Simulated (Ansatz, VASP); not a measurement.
## One calculation of Cd, two programs

INCAR

```
SYSTEM = Cd
PREC = Accurate ; ENCUT = 520
EDIFF = 1E-6 ; ISMEAR = 0
SIGMA = 0.15 ; LREAL = .False.
LASPH = .True. ; NELM = 60
ALGO = Fast ; ISIF = 2
LWAVE = .False. ; LCHARG = .True.
GGA = PE ; LELF = .True.
LVHAR = .True. ; NBANDS = 19
```

Contents of KPOINTS:

```
regular mesh
0
Gamma
  18 18 8
  0 0 0
```

File POSCAR:

```
Cd
1.0
    3.0384499582      0.0000000000      0.0000000000
   -1.5192249791      2.6313748520      0.0000000000
    0.0000000000      0.0000000000      5.6176500000
Cd
2
Direct
    0.3333333333      0.6666666667      0.2500000000
    0.6666666667      0.3333333333      0.7500000000
```

Input for Ansatz:

```yaml
crystal:
  lattice:
    - [3.0384499582, 0.0, 0.0]
    - [-1.5192249791, 2.631374852, 0.0]
    - [0.0, 0.0, 5.61765]
  atoms:
    - { symbol: Cd, position: [0.3333333333, 0.6666666667, 0.25] }
    - { symbol: Cd, position: [0.6666666667, 0.3333333333, 0.75] }
basis:
  ecutwfc: 420
kpoints:
  mp_grid: { grid: [18, 18, 8] }
hamiltonian:
  xc: pbe
scf:
  occupations: { method: gaussian, width: 0.15 }
output:
  forces: true
  stress: true
  eigenvalues: true
```

Change from the starting cell: strain +0.0200 x Voigt [1, 1, 0, 0, 0, 0], atoms carried along.

Alike in both runs: task single point; functional PBE; k mesh 18 × 18 × 8; occupations gaussian, width 0.15 eV; no spin polarisation.

|  | VASP | Ansatz |
| --- | --- | --- |
| version | VASP 6.6.1 | Ansatz 0.2.0 |
| potentials or method | VASP PAW PBE potentials, release 64 (Cd), cutoff 520 eV | scalar-relativistic, plane waves, PAW |
| valence electrons in the cell | 24 | 40 |

Ansatz gave:

```
gap on the k mesh at the Fermi level (eV)                     : none
pressure (GPa)                                                : 0.6
traceless stress, the component that is largest in VASP (GPa) : 0.20
```

**Question.** Estimate VASP's values.

**Answer.** gap on the k mesh at the Fermi level (eV): none; pressure (GPa): 0.9; traceless stress, the component that is largest in VASP (GPa): 0.09.

A gap of «none» marks a metal or a gap that the smearing closes. VASP's potentials hold 24 valence electrons a cell and Ansatz's 40, so a difference there can come from the potentials and not from the codes.
